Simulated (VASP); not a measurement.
# Ca2Al3O3 in VASP: further runs

Ca2Al3O3 is run at these levels: PBE; tasks: single point.

All numbers are computed with VASP 6.6.1; they aren't measurements. Logs are shortened: lines on timing, memory, paths and dates and some standing lists are left out, and cuts for length are marked.

## 1. The cell of the first run

The typed cell holds 16 atoms: a = 3.750 Å, b = 3.747 Å, c = 17.107 Å, α = 90.04°, β = 89.95°, γ = 89.97°.

## 2. Single point, PBE

The input, INCAR:

```
ALGO = Normal
EDIFF = 1E-7
ENCUT = 520
GGA = PE
ISIF = 2
ISMEAR = 0
LASPH = T
LCHARG = T
LELF = T
LREAL = Auto
LVHAR = T
LWAVE = F
NBANDS = 61
NELM = 80
PREC = Accurate
SIGMA = 0.2
```

The input, KPOINTS:

```
k-points
0
Gamma
  6 6 2
```

The input, POSCAR:

```
Ca2Al3O3
1.0
    3.7501149120      0.0008904848      0.0016041482
    0.0009359329      3.7467762501     -0.0011264556
    0.0081407952     -0.0055238904     17.1065001936
Ca Al O
4 6 6
Direct
    0.4998529311      0.0004673676      0.5728702362
    1.0003539897      0.4994893242      0.2303336381
    0.9999812011      0.5000426484      0.4271269682
    0.4995643083      0.0004543975      0.7696614787
    0.0001332865      0.0000135002      0.0000360350
    0.0000679402      0.5000580906      0.8867182289
    0.5000148580      0.4999340297     -0.0000436574
    0.5000523457     -0.0000717558      0.1132850465
    0.5001724713     -0.0002893600      0.3351835013
   -0.0002432773      0.5003488253      0.6648151969
    0.4999935660     -0.0001504960      0.4410056440
    0.5001605765      0.4996122701      0.3166015371
    0.0002401209     -0.0003943048      0.3166612994
    0.0001306685      0.4999002287      0.5589953468
    0.4997318755      0.5002654213      0.6833324770
   -0.0002068619      0.0003198131      0.6834170234
```

Potentials or basis: VASP PAW PBE potentials, release 64 (Ca_sv, Al, O).

Run with:

```console
$ cat potpaw_PBE.64/Ca_sv/POTCAR potpaw_PBE.64/Al/POTCAR potpaw_PBE.64/O/POTCAR > POTCAR
$ mpirun -np 1 vasp_std > vasp.out
```

OUTCAR:

```text
EDIFF = 1E-7
   ENCUT = 520
   GGA = PE
   ISIF = 2
   ISMEAR = 0
   LASPH = T
   LREAL = Auto
   NELM = 80
   PREC = Accurate

 ion  position               nearest neighbor table
   1  0.500  0.000  0.573-  11 2.26  10 3.08  10 3.08  10 3.08  10 3.08
   2  0.000  0.499  0.230-  13 2.39  12 2.39  13 2.39  12 2.39   9 3.20   9 3.20   9 3.20   9 3.20

   3  1.000  0.500  0.427-  14 2.26   9 3.08   9 3.08   9 3.08   9 3.08
   4  0.500  0.000  0.770-  15 2.39  16 2.39  15 2.39  16 2.39  10 3.20  10 3.20  10 3.20  10 3.20

   5  0.000  0.000  0.000-   7 2.65   7 2.65   7 2.65   7 2.65   6 2.69   8 2.70   6 2.70   8 2.70

   6  0.000  0.500  0.887-   5 2.69   7 2.69   5 2.70   7 2.70
   7  0.500  0.500  1.000-   5 2.65   5 2.65   5 2.65   5 2.65   6 2.69   8 2.70   8 2.70   6 2.70

   8  0.500  1.000  0.113-   7 2.70   5 2.70   7 2.70   5 2.70
   9  0.500  1.000  0.335-  11 1.81  12 1.90  12 1.90  13 1.90  13 1.90   3 3.08   3 3.08   3 3.08
                             3 3.08   2 3.20   2 3.20   2 3.20   2 3.20
  10  1.000  0.500  0.665-  14 1.81  16 1.90  16 1.90  15 1.90  15 1.90   1 3.08   1 3.08   1 3.08
                             1 3.08   4 3.20   4 3.20   4 3.20   4 3.20
  11  0.500  1.000  0.441-   9 1.81   1 2.26
  12  0.500  0.500  0.317-   9 1.90   9 1.90   2 2.39   2 2.39
  13  0.000  1.000  0.317-   9 1.90   9 1.90   2 2.39   2 2.39
  14  0.000  0.500  0.559-  10 1.81   3 2.26
  15  0.500  0.500  0.683-  10 1.90  10 1.90   4 2.39   4 2.39
  16  1.000  0.000  0.683-  10 1.90  10 1.90   4 2.39   4 2.39

  LATTYP: Found a base centered monoclinic cell.
 ALAT       =    70.2321937908
 B/A-ratio  =     0.0754980633
 C/A-ratio  =     0.2549144500
 COS(beta)  =    -0.9973971768

  Lattice vectors:

 A1 = (   7.4830123007,  -3.7339474997, -34.2086656352)
 A2 = (   3.7319614558,  -7.4816142346, -34.2091433278)
 A3 = (  -3.7410381839,   3.7403618749,  17.1037695898)

Analysis of symmetry for initial positions (statically):
=====================================================================
 Subroutine PRICEL returns:
 Original cell was already a primitive cell.

 Routine SETGRP: Setting up the symmetry group for a
 base centered monoclinic supercell.

 Subroutine GETGRP returns: Found  1 space group operations
 (whereof  1 operations were pure point group operations)
 out of a pool of  4 trial point group operations.

The static configuration has the point symmetry C_1 .

Analysis of symmetry for dynamics (positions and initial velocities):
=====================================================================
 Subroutine PRICEL returns:
 Original cell was already a primitive cell.

 Routine SETGRP: Setting up the symmetry group for a
 base centered monoclinic supercell.

 Subroutine GETGRP returns: Found  1 space group operations
 (whereof  1 operations were pure point group operations)
 out of a pool of  4 trial point group operations.

The dynamic configuration has the point symmetry C_1 .

 Subroutine INISYM returns: Found  1 space group operations
 (whereof  1 operations are pure point group operations),
 and found     1 'primitive' translations

----------------------------------------------------------------------------------------

                                     Primitive cell

  volume of cell :     240.3606

  direct lattice vectors                    reciprocal lattice vectors
     3.750114912  0.000890485  0.001604148     0.266658566 -0.000066649 -0.000126921
     0.000935933  3.746776250 -0.001126456    -0.000063413  0.266896150  0.000086214
     0.008140795 -0.005523890 17.106500194    -0.000025010  0.000017581  0.058457328

  length of vectors
     3.750115361  3.746776536 17.106503023     0.266658604  0.266896172  0.058457336

  position of ions in fractional coordinates (direct lattice)
     0.499852931  0.000467368  0.572870236
     0.000353990  0.499489324  0.230333638
     0.999981201  0.500042648  0.427126968
     0.499564308  0.000454398  0.769661479
     0.000133287  0.000013500  0.000036035
     0.000067940  0.500058091  0.886718229
[... 8 lines left out ...]
     0.499731875  0.500265421  0.683332477
     0.999793138  0.000319813  0.683417023

  ion indices of the primitive-cell ions
   primitive index   ion index
                 1           1
                 2           2
                 3           3
                 4           4
                 5           5
                 6           6
[... 8 lines left out ...]
                15          15
                16          16

----------------------------------------------------------------------------------------

 KPOINTS: k-points

Automatic generation of k-mesh.
 Grid dimensions read from file:
 generate k-points for:    6    6    2

 Generating k-lattice:

  Cartesian coordinates                     Fractional coordinates (reciprocal lattice)
     0.044443094 -0.000011108 -0.000021154     0.166666667  0.000000000  0.000000000
    -0.000010569  0.044482692  0.000014369    -0.000000000  0.166666667  0.000000000
    -0.000012505  0.000008791  0.029228664     0.000000000  0.000000000  0.500000000

  Length of vectors
     0.044443101  0.044482695  0.029228668

  Shift w.r.t. Gamma in fractional coordinates (k-lattice)
     0.000000000  0.000000000  0.000000000

 Subroutine IBZKPT returns following result:
 ===========================================

 Found     40 irreducible k-points:

 Following reciprocal coordinates:
            Coordinates               Weight
  0.000000  0.000000  0.000000      1.000000
  0.166667 -0.000000  0.000000      2.000000
  0.333333  0.000000  0.000000      2.000000
  0.500000 -0.000000  0.000000      1.000000
  0.000000  0.166667 -0.000000      2.000000
  0.166667  0.166667  0.000000      2.000000
[... 16 lines left out ...]
  0.333333 -0.000000  0.500000      2.000000
  0.500000 -0.000000  0.500000      1.000000
 [... further k-points ...]
   k-points           NKPTS =     40   k-points in BZ     NKDIM =     40   number of bands    NBANDS=     61
   number of dos      NEDOS =    301   number of ions     NIONS =     16
   total plane-waves  NPLWV = 100352
   dimension x,y,z NGX =    28 NGY =   28 NGZ =  128
   dimension x,y,z NGXF=    56 NGYF=   56 NGZF=  256
   ions per type =               4   6   6
   NGX,Y,Z   is equivalent  to a cutoff of  12.41, 12.42, 12.44 a.u.
   NGXF,Y,Z  is equivalent  to a cutoff of  24.83, 24.85, 24.88 a.u.
 SYSTEM =  unknown system
   PREC   = accura    normal or accurate (medium, high low for compatibility)
   ISTART =      0    job   : 0-new  1-cont  2-samecut
   ICHARG =      2    charge: 1-file 2-atom 10-const
   ISPIN  =      1    spin polarized calculation?
   LNONCOLLINEAR =      F non collinear calculations
   LSORBIT =      F    spin-orbit coupling
   LASPH  =      T    aspherical Exc in radial PAW
   ENCUT  =  520.0 eV  38.22 Ry    6.18 a.u.   6.97  6.97 31.81*2*pi/ulx,y,z
   NELM   =     80;   NELMIN=  2; NELMDL= -5     # of ELM steps
   EDIFF  = 0.1E-06   stopping-criterion for ELM
   LREAL  =      T    real-space projection
   EDIFFG = 0.1E-05   stopping-criterion for IOM
   NSW    =      0    number of steps for IOM
   IBRION =     -1    ionic relax: 0-MD 1-quasi-New 2-CG
   NFREE  =      0    steps in history (QN), initial steepest desc. (CG)
   ISIF   =      2    stress and relaxation
   ISYM   =      2    0-nonsym 1-usesym 2-fastsym
   POTIM  = 0.5000    time-step for ionic-motion
   TEBEG  =    0.0;   TEEND  =   0.0 temperature during run
   PSTRESS=    0.0 pullay stress
   NELECT =      94.0000    total number of electrons
   NUPDOWN=      -1.0000    fix difference up-down
   EMIN   =  10.00;   EMAX   =-10.00  energy-range for DOS
   EFERMI =   0.00;   METHOD = LEGACY
   ISMEAR =     0;   SIGMA  =   0.20  broadening in eV -4-tet -1-fermi 0-gaus
   EFERMI_NEDOS =   21; number of points for ismear=-14 and -15
   IALGO  =     38    algorithm
   IMIX   =      4    mixing-type and parameters
     AMIX     =   0.40;   BMIX     =  1.00
     AMIX_MAG =   1.60;   BMIX_MAG =  1.00
  volume/ion in A,a.u.               =      15.02       101.38
  Fermi-wavevector in a.u.,A,eV,Ry     =   1.197190  2.262361 19.500732  1.433263
  Thomas-Fermi vector in A             =   2.333111
   LORBIT       =      0    0 simple, 1 ext, 2 COOP (PROOUT), +10 PAW based schemes
   GGA     = PE    functional components
   LHFCALC =     F    Hartree Fock is set to
   AEXX    =    0.0000 exact exchange contribution
   IVDW    =     0    specifies the selected vdW correction
   LEPSILON=     F    determine dielectric tensor
   LRPA    =     F    only Hartree local field effects (RPA)
 non-spin polarized calculation
 Gauss-broadening in eV      SIGMA  =   0.20
  energy-cutoff  :      520.00
  volume of cell :      240.36
 maximum number of plane-waves:      6498
   NGX = 13   NGY = 13   NGZ = 63

 number of electron      93.9999950 magnetization

 Free energy of the ion-electron system (eV)
  ---------------------------------------------------
  ext. energy  EPLUGINS =         0.00000000
  ---------------------------------------------------
  free energy    TOTEN  =       -92.93759713 eV

  energy without entropy =      -92.91728499  energy(sigma->0) =      -92.92744106

 E-fermi :   5.8979     XC(G=0): -10.0318

 val. band max:        5.4816532298   @ k =   0.5000   0.1667   0.5000
 cond. band min:       5.9505230394   @ k =  -0.1667   0.1667   0.5000
 fundamental gap:      0.4688698096
 Fermi energy:         5.8979209483

 k-point     1 :       0.0000    0.0000    0.0000
  band No.  band energies     occupation
      1     -35.2138      2.00000
      2     -35.1852      2.00000
      3     -34.9338      2.00000
      4     -34.9335      2.00000
      5     -16.6538      2.00000
      6     -16.6111      2.00000
[... 51 lines left out ...]
     58       9.5850      0.00000
     59       9.5920      0.00000

 k-point     2 :       0.1667   -0.0000    0.0000
  band No.  band energies     occupation
      1     -35.2093      2.00000
      2     -35.1846      2.00000
      3     -34.9311      2.00000
      4     -34.9308      2.00000
      5     -16.6147      2.00000
      6     -16.6144      2.00000
[... 1360 lines left out ...]
      3     -34.9228      2.00000
      4     -34.9225      2.00000
      5     -16.6402      2.00000
      6     -16.6399      2.00000
[... 51 lines left out ...]
     58       9.6889      0.00000
     59      10.3106      0.00000

 [... further k-points ...]

 [bands above 59 left out]

------------------------ aborting loop because EDIFF is reached ----------------------------------------

  FORCE on cell =-STRESS in cart. coord.  units (eV):
  Direction    XX          YY          ZZ          XY          YZ          ZX
  --------------------------------------------------------------------------------------
  -------------------------------------------------------------------------------------
  Total        0.0890799      0.1822035      0.5150744     -0.0733332      0.0492379     -0.0820914
  in kB        0.5937820      1.2145179      3.4333429     -0.4888186      0.3282059     -0.5471986
  external PRESSURE =       1.7472143 kB  Pullay stress =       0.0000000 kB

 VOLUME and BASIS-vectors are now :
 -----------------------------------------------------------------------------
  energy-cutoff  :      520.00
  volume of cell :      240.36
      direct lattice vectors                 reciprocal lattice vectors
     3.750114912  0.000890485  0.001604148     0.266658566 -0.000066649 -0.000126921
     0.000935933  3.746776250 -0.001126456    -0.000063413  0.266896150  0.000086214
     0.008140795 -0.005523890 17.106500194    -0.000025010  0.000017581  0.058457328

 POSITION                                       TOTAL-FORCE (eV/Angst)
 -----------------------------------------------------------------------------------
      1.87917     -0.00097      9.80061         0.000121     -0.002333      0.007186
      0.00367      1.87020      3.93964         0.000620      0.001055     -0.056517
      3.75399      1.87208      7.30769         0.000502     -0.000807     -0.007247
      1.87969     -0.00210     13.16702         0.000875     -0.001191      0.057579
      0.00050      0.00005      0.00062        -0.000385      0.000781      0.001699
      0.00794      1.86871     15.16808        -0.000261     -0.000846      0.010540
[... 8 lines left out ...]
      1.88008      1.87105     11.68967         0.000871      0.001452     -0.023849
      3.75490     -0.00169     11.69248        -0.000962      0.001122     -0.021929
 -----------------------------------------------------------------------------------
    total drift:                               -0.001360      0.000747     -0.000705

  FREE ENERGIE OF THE ION-ELECTRON SYSTEM (eV)
  ---------------------------------------------------
  free  energy   TOTEN  =       -92.9375971266 eV

  energy  without entropy=      -92.9172849860  energy(sigma->0) =      -92.92744106
```

It took 15 min on 1 thread of Intel Xeon Platinum 8259CL at 2.50GHz (Skylake/Cascade Lake), shared host; peak memory 0.52 GiB.

Results:

```
Free energy            : -92.9376 eV
Pressure               : 0.2 GPa
Largest force          : 0.058 eV/Å
Band gap on the k mesh : zero (bands 47 and 48 overlap by 3.05 eV)
```

Forces on the atoms (eV/Å):
```
Ca   0.000 -0.002  0.007
Ca   0.001  0.001 -0.057
Ca   0.001 -0.001 -0.007
Ca   0.001 -0.001  0.058
Al   0.000  0.001  0.002
Al   0.000 -0.001  0.011
Al   0.000  0.000 -0.001
Al  -0.001  0.000 -0.012
Al   0.001 -0.001 -0.034
Al   0.001 -0.002  0.035
O    0.000  0.001 -0.026
O    0.001  0.001  0.020
O   -0.001  0.002  0.024
O   -0.001  0.001  0.026
O    0.001  0.001 -0.024
O   -0.001  0.001 -0.022
```

Stress tensor (GPa, compression positive):
```
 0.06 -0.05 -0.05
-0.05  0.12  0.03
-0.05  0.03  0.34
```

Levels at points of the mesh, in eV from the Fermi level:
```tsv
k point	band 44	band 45	band 46	band 47	band 48	band 49	band 50	band 51
(0.00, 0.00, 0.00)	-1.49	-0.70	-0.69	0.76	1.23	1.29	1.87	2.27
(0.50, 0.00, 0.00)	-3.73	-1.69	-1.68	1.18	1.19	1.46	1.46	3.20
(0.00, 0.50, 0.00)	-3.73	-1.69	-1.68	1.18	1.19	1.45	1.45	3.20
(0.50, 0.50, 0.00)	-2.41	-2.01	-2.01	-1.87	-1.87	0.66	0.66	0.66
(0.00, 0.00, 0.50)	-1.57	-0.70	-0.69	0.93	1.17	1.31	1.78	1.99
(0.50, 0.00, 0.50)	-3.69	-1.69	-1.68	1.18	1.19	1.46	1.46	3.20
(0.00, 0.50, 0.50)	-3.69	-1.69	-1.68	1.18	1.19	1.45	1.45	3.20
(0.50, 0.50, 0.50)	-2.41	-2.01	-2.01	-1.88	-1.87	0.66	0.66	0.67
```

## 3. Single point, PBE

INCAR is that of step 2.

The input, KPOINTS:

```
k-points
0
Gamma
  4 4 1
```

The input, POSCAR:

```
Ca2Al3O3
1.0
    3.7379691384      0.0000000000      0.0000000000
    0.0000000000      3.7379691384      0.0000000000
    0.0000000000      0.0000000000     17.2129858608
Ca Al O
4 6 6
Direct
    0.5000000000      0.0000000000      0.5722006823
    0.0000000000      0.5000000000      0.2314100599
    0.0000000000      0.5000000000      0.4277993177
    0.5000000000      0.0000000000      0.7685899401
    0.0000000000      0.0000000000      0.0000000000
    0.0000000000      0.5000000000      0.8852106035
    0.5000000000      0.5000000000      0.0000000000
    0.5000000000      0.0000000000      0.1147893965
    0.5000000000      0.0000000000      0.3358133931
    0.0000000000      0.5000000000      0.6641866069
    0.5000000000      0.0000000000      0.4410001635
    0.5000000000      0.5000000000      0.3173203945
    0.0000000000      0.0000000000      0.3173203945
    0.0000000000      0.5000000000      0.5589998365
    0.5000000000      0.5000000000      0.6826796055
    0.0000000000      0.0000000000      0.6826796055
```

Potentials or basis: VASP PAW PBE potentials, release 64 (Ca_sv, Al, O).

Run with:

```console
$ cat potpaw_PBE.64/Ca_sv/POTCAR potpaw_PBE.64/Al/POTCAR potpaw_PBE.64/O/POTCAR > POTCAR
$ mpirun -np 1 vasp_std > vasp.out
```

It took 8.2 min on 1 thread of Oxide Virtual Turin-like, shared host; peak memory 0.29 GiB.

The run converged. Its results:

```
Free energy            : -92.8714 eV
Pressure               : 0.2 GPa
Largest force          : 0.138 eV/Å
Band gap on the k mesh : zero (bands 47 and 48 overlap by 2.99 eV)
```

Forces in eV/Å, atoms in the order of the input:
```
Ca   0.000  0.000  0.082
Ca   0.000  0.000 -0.138
Ca   0.000  0.000 -0.082
Ca   0.000  0.000  0.138
Al   0.000  0.000  0.000
Al   0.000  0.000 -0.043
Al   0.000  0.000  0.000
Al   0.000  0.000  0.043
Al   0.000  0.000 -0.019
Al   0.000  0.000  0.019
O    0.000  0.000  0.042
O    0.000  0.000  0.035
O    0.000  0.000  0.035
O    0.000  0.000 -0.042
O    0.000  0.000 -0.035
O    0.000  0.000 -0.035
```

Stress tensor (GPa, compression positive):
```
0.13 0.00 0.00
0.00 0.13 0.00
0.00 0.00 0.33
```

Levels at points of the mesh, in eV from the Fermi level:
| k point | band 42 | band 43 | band 44 | band 45 | band 46 | band 47 | band 48 | band 49 | band 50 | band 51 |
| --- | --- | --- | --- | --- | --- | --- | --- | --- | --- | --- |
| (0.00, 0.00, 0.00) | -2.97 | -2.97 | -1.26 | -0.41 | -0.41 | 1.01 | 1.51 | 1.65 | 2.09 | 2.66 |
| (0.50, 0.00, 0.00) | -3.63 | -3.48 | -3.48 | -1.41 | -1.41 | 1.40 | 1.40 | 1.77 | 1.77 | 3.48 |
| (0.50, 0.50, 0.00) | -2.91 | -2.10 | -2.10 | -1.64 | -1.64 | -1.59 | -1.59 | 0.94 | 0.94 | 0.95 |

Caveat: the k points lie up to 0.42 Å⁻¹ apart, too coarse for converged energies and pressures of a metal.

(Continued in part 2 of 2.)
